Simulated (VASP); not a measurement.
# In (R-3m) in VASP: notebook

The runs below take In through single point, with PBE.

Everything below comes from runs of VASP 6.6.1. Logs are shortened: lines on timing, memory, paths and dates and some standing lists are left out, and cuts for length are marked.

### Step 1. The cell of the first run

The structure is trigonal, space group R-3m (No. 166). Conventional cell: a = 4.599 Å, b = 4.599 Å, c = 11.265 Å, α = 90.00°, β = 90.00°, γ = 120.00°. In (site symmetry 3m) has 4 In at 2.48 to 2.95 Å within 3.3 Å.

### Step 2. Single point, PBE (shortest bond scaled by 0.88)

Input file INCAR:

```
SYSTEM = In
PREC     = Accurate       ! precision mode
ENCUT    = 520            ! plane-wave cutoff, eV
EDIFF    = 1E-6           ! SCF threshold, eV
ISMEAR   = -1             ! smearing method
SIGMA    = 0.05           ! smearing width, eV
LREAL    = .FALSE.        ! projectors in reciprocal space
LASPH    = .TRUE.         ! aspherical terms in the spheres
NELM     = 80             ! most SCF steps
ALGO     = Normal         ! electronic algorithm
ISIF     = 2              ! what is computed and relaxed
LWAVE    = .FALSE.        ! write WAVECAR
LCHARG   = .FALSE.        ! write CHGCAR
GGA      = PE             ! functional
NBANDS   = 20             ! bands
```

Input file KPOINTS:

```
Automatic mesh
0
G
  8 8 8
  0 0 0
```

Input file POSCAR:

```
In
1.0
    0.0000000000      3.2520696876      3.2520696876
    3.2520696876      0.0000000000      3.2520696876
    3.2520696876      3.2520696876      0.0000000000
In
2
Direct
   -0.1700000000     -0.1100000000     -0.1100000000
    0.1700000000      0.1100000000      0.1100000000
```

Potentials or basis: VASP PAW PBE potentials, release 64 (In_d).

Launch:

```console
cat potpaw_PBE.64/In_d/POTCAR > POTCAR
mpirun -np 1 vasp_std > vasp.out
```

OUTCAR:

```text
SYSTEM = In
   PREC = Accurate
   ENCUT = 520
   EDIFF = 1E-6
   ISMEAR = -1
   LREAL = .FALSE.
   LASPH = .TRUE.
   NELM = 80
   ISIF = 2
   GGA = PE

 ion  position               nearest neighbor table
   1  0.830  0.890  0.890-   2 2.48   2 2.95   2 2.95   2 2.95
   2  0.170  0.110  0.110-   1 2.48   1 2.95   1 2.95   1 2.95

  LATTYP: Found a face centered cubic cell.
 ALAT       =     6.5041393752

  Lattice vectors:

 A1 = (   0.0000000000,   3.2520696876,   3.2520696876)
 A2 = (   3.2520696876,   0.0000000000,   3.2520696876)
 A3 = (   3.2520696876,   3.2520696876,   0.0000000000)

Analysis of symmetry for initial positions (statically):
=====================================================================
 Subroutine PRICEL returns:
 Original cell was already a primitive cell.

 Routine SETGRP: Setting up the symmetry group for a
 face centered cubic supercell.

 Subroutine GETGRP returns: Found 12 space group operations
 (whereof  4 operations were pure point group operations)
 out of a pool of 48 trial point group operations.

The static configuration has the point symmetry C_2h.
 The point group associated with its full space group is D_3d.

Analysis of symmetry for dynamics (positions and initial velocities):
=====================================================================
 Subroutine PRICEL returns:
 Original cell was already a primitive cell.

 Routine SETGRP: Setting up the symmetry group for a
 face centered cubic supercell.

 Subroutine GETGRP returns: Found 12 space group operations
 (whereof  4 operations were pure point group operations)
 out of a pool of 48 trial point group operations.

The dynamic configuration has the point symmetry C_2h.
 The point group associated with its full space group is D_3d.

 Subroutine INISYM returns: Found 12 space group operations
 (whereof  4 operations are pure point group operations),
 and found     1 'primitive' translations

----------------------------------------------------------------------------------------

                                     Primitive cell

  volume of cell :      68.7875

  direct lattice vectors                    reciprocal lattice vectors
     0.000000000  3.252069688  3.252069688    -0.153748243  0.153748243  0.153748243
     3.252069688  0.000000000  3.252069688     0.153748243 -0.153748243  0.153748243
     3.252069688  3.252069688  0.000000000     0.153748243  0.153748243 -0.153748243
[... 80 lines left out ...]
   LSORBIT =      F    spin-orbit coupling
   LASPH  =      T    aspherical Exc in radial PAW
   ENCUT  =  520.0 eV  38.22 Ry    6.18 a.u.   8.55  8.55  8.55*2*pi/ulx,y,z
   NELM   =     80;   NELMIN=  2; NELMDL= -5     # of ELM steps
   EDIFF  = 0.1E-05   stopping-criterion for ELM
   LREAL  =      F    real-space projection
   EDIFFG = 0.1E-04   stopping-criterion for IOM
   NSW    =      0    number of steps for IOM
   IBRION =     -1    ionic relax: 0-MD 1-quasi-New 2-CG
   NFREE  =      0    steps in history (QN), initial steepest desc. (CG)
   ISIF   =      2    stress and relaxation
   ISYM   =      2    0-nonsym 1-usesym 2-fastsym
   POTIM  = 0.5000    time-step for ionic-motion
   TEBEG  =    0.0;   TEEND  =   0.0 temperature during run
   PSTRESS=    0.0 pullay stress
   NELECT =      26.0000    total number of electrons
   NUPDOWN=      -1.0000    fix difference up-down
   EMIN   =  10.00;   EMAX   =-10.00  energy-range for DOS
   EFERMI =   0.00;   METHOD = LEGACY
   ISMEAR =    -1;   SIGMA  =   0.05  broadening in eV -4-tet -1-fermi 0-gaus
   EFERMI_NEDOS =   21; number of points for ismear=-14 and -15
   IALGO  =     38    algorithm
   IMIX   =      4    mixing-type and parameters
     AMIX     =   0.40;   BMIX     =  1.00
     AMIX_MAG =   1.60;   BMIX_MAG =  1.00
  volume/ion in A,a.u.               =      34.39       232.10
  Fermi-wavevector in a.u.,A,eV,Ry     =   1.183667  2.236806 19.062673  1.401067
  Thomas-Fermi vector in A             =   2.319897
   LORBIT       =      0    0 simple, 1 ext, 2 COOP (PROOUT), +10 PAW based schemes
   GGA     = PE    functional components
   LHFCALC =     F    Hartree Fock is set to
   AEXX    =    0.0000 exact exchange contribution
   IVDW    =     0    specifies the selected vdW correction
   LEPSILON=     F    determine dielectric tensor
   LRPA    =     F    only Hartree local field effects (RPA)
 non-spin polarized calculation
  energy-cutoff  :      520.00
  volume of cell :       68.79
 maximum number of plane-waves:      1880
 NGX is ok and might be reduce to    36
   NGX = 17   NGY = 17   NGZ = 17

 number of electron      25.9999992 magnetization

 Free energy of the ion-electron system (eV)
  ---------------------------------------------------
  ext. energy  EPLUGINS =         0.00000000
  ---------------------------------------------------
  free energy    TOTEN  =        -4.00659367 eV

  energy without entropy =       -3.99257624  energy(sigma->0) =       -3.99958495

 E-fermi :   4.3890     XC(G=0):  -8.7160

 val. band max:        4.3608650682   @ k =   0.0000  -0.3750   0.3750
 cond. band min:       4.3916049294   @ k =   0.0000  -0.2500   0.1250
 fundamental gap:      0.0307398612
 Fermi energy:         4.3890212956

 k-point     1 :       0.0000    0.0000    0.0000
  band No.  band energies     occupation
      1     -10.7603      2.00000
      2     -10.3752      2.00000
      3     -10.3752      2.00000
      4     -10.2638      2.00000
      5     -10.2638      2.00000
      6      -9.8724      2.00000
[... 541 lines left out ...]
     19      12.1763      0.00000
     20      12.7881      0.00000

 [... further k-points ...]

------------------------ aborting loop because EDIFF is reached ----------------------------------------

  FORCE on cell =-STRESS in cart. coord.  units (eV):
  Direction    XX          YY          ZZ          XY          YZ          ZX
  --------------------------------------------------------------------------------------
  -------------------------------------------------------------------------------------
  Total        2.1896006      2.1896006      2.1896006     -2.6088291      2.6088291     -2.6088291
  in kB       50.9995059     50.9995059     50.9995059    -60.7640475     60.7640475    -60.7640475
  external PRESSURE =      50.9995059 kB  Pullay stress =       0.0000000 kB

 VOLUME and BASIS-vectors are now :
 -----------------------------------------------------------------------------
  energy-cutoff  :      520.00
  volume of cell :       68.79
      direct lattice vectors                 reciprocal lattice vectors
     0.000000000  3.252069688  3.252069688    -0.153748243  0.153748243  0.153748243
     3.252069688  0.000000000  3.252069688     0.153748243 -0.153748243  0.153748243
     3.252069688  3.252069688  0.000000000     0.153748243  0.153748243 -0.153748243

 POSITION                                       TOTAL-FORCE (eV/Angst)
 -----------------------------------------------------------------------------------
      5.78868      5.59356      5.59356        -1.616190      1.616190      1.616190
      0.71546      0.91058      0.91058         1.616190     -1.616190     -1.616190
 -----------------------------------------------------------------------------------
    total drift:                                0.000000      0.000000      0.000000

  FREE ENERGIE OF THE ION-ELECTRON SYSTEM (eV)
  ---------------------------------------------------
  free  energy   TOTEN  =        -4.0065936675 eV

  energy  without entropy=       -3.9925762364  energy(sigma->0) =       -3.99958495
```

stdout:

```text
POSCAR found type information on POSCAR In
 POSCAR found :  1 types and       2 ions
 scaLAPACK will be used
 LDA part: xc-table for (Slater+PW92), standard interpolation
 POSCAR, INCAR and KPOINTS ok, starting setup
 FFT: planning ... GRIDC
 FFT: planning ... GRID_SOFT
 FFT: planning ... GRID
 WAVECAR not read
 entering main loop
```

Wall time 75 s (1 thread of Intel Xeon Platinum 8488C (Sapphire Rapids), shared host); peak memory 0.23 GiB.

Results:

```
Free energy            : -4.0066 eV
Pressure               : 5.1 GPa
Largest force          : 2.799 eV/Å
Band gap on the k mesh : zero (band 13 reaches 7.20 eV, above the bottom of band 14 at 3.34 eV)
```

Forces on the atoms (eV/Å):
```
In  -1.616  1.616  1.616
In   1.616 -1.616 -1.616
```

Stress tensor (GPa, compression positive):
```
 5.10 -6.08 -6.08
-6.08  5.10  6.08
-6.08  6.08  5.10
```

Caveat: the cell differs from its parent crystal (shortest bond scaled by 0.88); spin-orbit coupling is left out, which moves the levels of the heavy elements; forces of over 1 eV/Å act on the atoms, so gaps and moduli don't describe the material at rest.

### Step 3. Single point, PBE (shortest bond scaled by 0.88)

Input file INCAR:

```
PREC = Accurate
ENCUT = 520
EDIFF = 1E-6
ISMEAR = -1
SIGMA = 0.05
LREAL = False
LASPH = True
NELM = 60
ALGO = Normal
ISIF = 2
LWAVE = False
LCHARG = True
GGA = PE
LELF = True
LVHAR = True
NBANDS = 20
```

Input file KPOINTS:

```
regular mesh
0
Gamma
  8 8 8
```

POSCAR is that of step 2.

Potentials or basis: VASP PAW PBE potentials, release 64 (In_d).

Launch:

```console
cat potpaw_PBE.64/In_d/POTCAR > POTCAR
mpirun -np 1 vasp_std > vasp.out
```

It took 86 s on 1 thread of Intel Xeon Platinum 8488C (Sapphire Rapids), shared host; peak memory 0.23 GiB.

Results (log left out):

| Item | Value |
| --- | --- |
| Free energy | -4.0066 eV |
| Pressure | 5.1 GPa |
| Largest force | 2.799 eV/Å |
| Band gap on the k mesh | zero (band 13 reaches 7.20 eV, above the bottom of band 14 at 3.34 eV) |

Forces on the atoms (eV/Å):
```
In  -1.616  1.616  1.616
In   1.616 -1.616 -1.616
```

Stress tensor (GPa, compression positive):
```
 5.10 -6.08 -6.08
-6.08  5.10  6.08
-6.08  6.08  5.10
```

Levels at points of the mesh, in eV from the Fermi level:
| k point | band 9 | band 10 | band 11 | band 12 | band 13 | band 14 | band 15 | band 16 | band 17 | band 18 |
| --- | --- | --- | --- | --- | --- | --- | --- | --- | --- | --- |
| (0.00, 0.00, 0.00) | -14.12 | -14.03 | -8.28 | 1.69 | 2.81 | 3.10 | 3.10 | 3.69 | 3.69 | 5.18 |
| (0.50, 0.00, 0.00) | -13.99 | -13.91 | -5.95 | -4.96 | 1.08 | 1.08 | 2.95 | 5.33 | 5.33 | 6.77 |
| (0.00, 0.50, 0.00) | -14.14 | -13.95 | -6.58 | -3.78 | 0.73 | 1.73 | 2.35 | 4.27 | 5.78 | 6.54 |
| (0.50, 0.50, 0.00) | -14.01 | -13.90 | -5.36 | -4.52 | -0.42 | -0.39 | 2.20 | 2.79 | 9.91 | 10.57 |

Caveat: the cell differs from its parent crystal (shortest bond scaled by 0.88); spin-orbit coupling is left out, which moves the levels of the heavy elements; forces of over 1 eV/Å act on the atoms, so gaps and moduli don't describe the material at rest.

### Step 4. Single point, PBE (shortest bond scaled by 0.7)

Input file INCAR:

```
SYSTEM = In
PREC     = Accurate       ! precision mode
ENCUT    = 520            ! plane-wave cutoff, eV
EDIFF    = 1E-7           ! SCF threshold, eV
ISMEAR   = -1             ! smearing method
SIGMA    = 0.05           ! smearing width, eV
LREAL    = .False.        ! projectors in reciprocal space
LASPH    = .True.         ! aspherical terms in the spheres
NELM     = 100            ! most SCF steps
ALGO     = Normal         ! electronic algorithm
ISIF     = 2              ! what is computed and relaxed
LWAVE    = .False.        ! write WAVECAR
LCHARG   = .True.         ! write CHGCAR
GGA      = PE             ! functional
LELF     = .True.         ! ELF
LVHAR    = .True.       
NBANDS   = 20             ! bands
```

Input file KPOINTS:

```
Automatic mesh
0
Gamma
  8 8 8
  0 0 0
```

Input file POSCAR:

```
In
1.0
    0.0000000000      3.2520696876      3.2520696876
    3.2520696876      0.0000000000      3.2520696876
    3.2520696876      3.2520696876      0.0000000000
In
2
Direct
   -0.2375000000     -0.0875000000     -0.0875000000
    0.2375000000      0.0875000000      0.0875000000
```

Potentials or basis: VASP PAW PBE potentials, release 64 (In_d).

Launch:

```console
cat potpaw_PBE.64/In_d/POTCAR > POTCAR
mpirun -np 1 vasp_std > vasp.out
```

OUTCAR:

```text
SYSTEM = In
   PREC = Accurate
   ENCUT = 520
   EDIFF = 1E-7
   ISMEAR = -1
   LREAL = .False.
   LASPH = .True.
   NELM = 100
   ISIF = 2
   GGA = PE

 ion  position               nearest neighbor table
   1  0.763  0.913  0.913-   2 1.97   2 3.20   2 3.20   2 3.20
   2  0.237  0.087  0.087-   1 1.97   1 3.20   1 3.20   1 3.20

 -----------------------------------------------------------------------------
|                                                                             |
|           W    W    AA    RRRRR   N    N  II  N    N   GGGG   !!!           |
|           W    W   A  A   R    R  NN   N  II  NN   N  G    G  !!!           |
|           W    W  A    A  R    R  N N  N  II  N N  N  G       !!!           |
|           W WW W  AAAAAA  RRRRR   N  N N  II  N  N N  G  GGG   !            |
|           WW  WW  A    A  R   R   N   NN  II  N   NN  G    G                |
|           W    W  A    A  R    R  N    N  II  N    N   GGGG   !!!           |
|                                                                             |
|     The distance between some ions is very small. Please check the          |
|     nearest-neighbor list in the OUTCAR file.                               |
|     I HOPE YOU KNOW WHAT YOU ARE DOING!                                     |
|                                                                             |
[... 191 lines left out ...]
 fundamental gap:      0.0251096064
 Fermi energy:         4.5183096198

 k-point     1 :       0.0000    0.0000    0.0000
  band No.  band energies     occupation
      1     -13.3795      2.00000
      2     -12.1347      2.00000
      3     -12.1347      2.00000
      4     -10.7819      2.00000
      5     -10.7819      2.00000
      6     -10.3119      2.00000
[... 541 lines left out ...]
     19      12.2025      0.00000
     20      12.8771      0.00000

 [... further k-points ...]

------------------------ aborting loop because EDIFF is reached ----------------------------------------

  FORCE on cell =-STRESS in cart. coord.  units (eV):
  Direction    XX          YY          ZZ          XY          YZ          ZX
  --------------------------------------------------------------------------------------
  -------------------------------------------------------------------------------------
  Total       12.1722992     12.1722992     12.1722992    -13.8775181     13.8775181    -13.8775181
  in kB      283.5134546    283.5134546    283.5134546   -323.2308897    323.2308897   -323.2308897
  external PRESSURE =     283.5134546 kB  Pullay stress =       0.0000000 kB

 VOLUME and BASIS-vectors are now :
 -----------------------------------------------------------------------------
  energy-cutoff  :      520.00
  volume of cell :       68.79
      direct lattice vectors                 reciprocal lattice vectors
     0.000000000  3.252069688  3.252069688    -0.153748243  0.153748243  0.153748243
     3.252069688  0.000000000  3.252069688     0.153748243 -0.153748243  0.153748243
     3.252069688  3.252069688  0.000000000     0.153748243  0.153748243 -0.153748243

 POSITION                                       TOTAL-FORCE (eV/Angst)
 -----------------------------------------------------------------------------------
      5.93503      5.44722      5.44722       -12.327071     12.327071     12.327071
      0.56911      1.05692      1.05692        12.327071    -12.327071    -12.327071
 -----------------------------------------------------------------------------------
    total drift:                                0.000000      0.000000      0.000000

  FREE ENERGIE OF THE ION-ELECTRON SYSTEM (eV)
  ---------------------------------------------------
  free  energy   TOTEN  =         0.8837611226 eV

  energy  without entropy=        0.8961360509  energy(sigma->0) =        0.88994859
```

stdout:

```text
POSCAR found type information on POSCAR In
 POSCAR found :  1 types and       2 ions
 scaLAPACK will be used
 LDA part: xc-table for (Slater+PW92), standard interpolation
 -----------------------------------------------------------------------------
|                                                                             |
|           W    W    AA    RRRRR   N    N  II  N    N   GGGG   !!!           |
|           W    W   A  A   R    R  NN   N  II  NN   N  G    G  !!!           |
|           W    W  A    A  R    R  N N  N  II  N N  N  G       !!!           |
|           W WW W  AAAAAA  RRRRR   N  N N  II  N  N N  G  GGG   !            |
|           WW  WW  A    A  R   R   N   NN  II  N   NN  G    G                |
|           W    W  A    A  R    R  N    N  II  N    N   GGGG   !!!           |
|                                                                             |
|     The distance between some ions is very small. Please check the          |
|     nearest-neighbor list in the OUTCAR file.                               |
|     I HOPE YOU KNOW WHAT YOU ARE DOING!                                     |
|                                                                             |
 -----------------------------------------------------------------------------

 POSCAR, INCAR and KPOINTS ok, starting setup
 FFT: planning ... GRIDC
 FFT: planning ... GRID_SOFT
 FFT: planning ... GRID
 WAVECAR not read
 entering main loop
```

Wall time 1.8 min (1 thread of Intel Xeon Platinum 8488C (Sapphire Rapids), shared host); peak memory 0.23 GiB.

Results:

- Free energy: 0.8838 eV
- Pressure: 28.4 GPa
- Largest force: 21.351 eV/Å
- Band gap on the k mesh: zero (band 13 reaches 7.04 eV, above the bottom of band 14 at 3.51 eV)

Forces on the atoms (eV/Å):
```
In  -12.327  12.327  12.327
In   12.327 -12.327 -12.327
```

Stress tensor (GPa, compression positive):
```
 28.35 -32.32 -32.32
-32.32  28.35  32.32
-32.32  32.32  28.35
```

Caveat: the cell differs from its parent crystal (shortest bond scaled by 0.7); spin-orbit coupling is left out, which moves the levels of the heavy elements; forces of over 1 eV/Å act on the atoms, so gaps and moduli don't describe the material at rest.

### Step 5. Single point, PBE (shortest bond scaled by 0.7)

Input file INCAR:

```
ALGO     = Normal         # electronic algorithm
EDIFF    = 1E-6           # SCF threshold, eV
ENCUT    = 520            # plane-wave cutoff, eV
GGA      = PE             # functional
ISIF     = 2              # what is computed and relaxed
ISMEAR   = -1             # smearing method
LASPH    = T              # aspherical terms in the spheres
LCHARG   = T              # write CHGCAR
LELF     = T              # ELF
LREAL    = F              # projectors in reciprocal space
LVHAR    = T            
LWAVE    = F              # write WAVECAR
NBANDS   = 20             # bands
NELM     = 80             # most SCF steps
PREC     = Accurate       # precision mode
SIGMA    = 0.05           # smearing width, eV
```

Input file KPOINTS:

```
k-points
0
Gamma
  8 8 8
```

POSCAR is that of step 4.

Launch:

```console
cat potpaw_PBE.64/In_d/POTCAR > POTCAR
mpirun -np 1 vasp_std > vasp.out
```

It took 90 s on 1 thread of Intel Xeon Platinum 8488C (Sapphire Rapids), shared host; peak memory 0.23 GiB.

The run converged. Its results:

```yaml
Free_energy: 0.8838 eV
Pressure: 28.3 GPa
Largest_force: 21.351 eV/Å
Band_gap_on_the_k_mesh: zero (band 13 reaches 7.04 eV, above the bottom of band 14 at 3.51 eV)
```

Forces in eV/Å, atoms in the order of the input:
```
In  -12.327  12.327  12.327
In   12.327 -12.327 -12.327
```

Stress tensor (GPa, compression positive):
```
 28.34 -32.32 -32.32
-32.32  28.34  32.32
-32.32  32.32  28.34
```

Levels at points of the mesh, in eV from the Fermi level:
```tsv
k point	band 9	band 10	band 11	band 12	band 13	band 14	band 15	band 16	band 17	band 18
(0.00, 0.00, 0.00)	-14.36	-13.89	-8.50	1.10	2.52	2.67	2.67	4.03	4.03	6.25
(0.50, 0.00, 0.00)	-14.17	-13.74	-6.31	-5.25	0.74	0.74	3.44	5.62	5.62	6.88
(0.00, 0.50, 0.00)	-14.24	-13.82	-7.11	-3.51	0.70	1.78	2.71	2.80	6.33	6.36
(0.50, 0.50, 0.00)	-14.16	-13.77	-6.31	-3.99	-0.55	0.08	1.21	3.02	9.54	9.76
```

Caveat: the cell differs from its parent crystal (shortest bond scaled by 0.7); spin-orbit coupling is left out, which moves the levels of the heavy elements; forces of over 1 eV/Å act on the atoms, so gaps and moduli don't describe the material at rest.
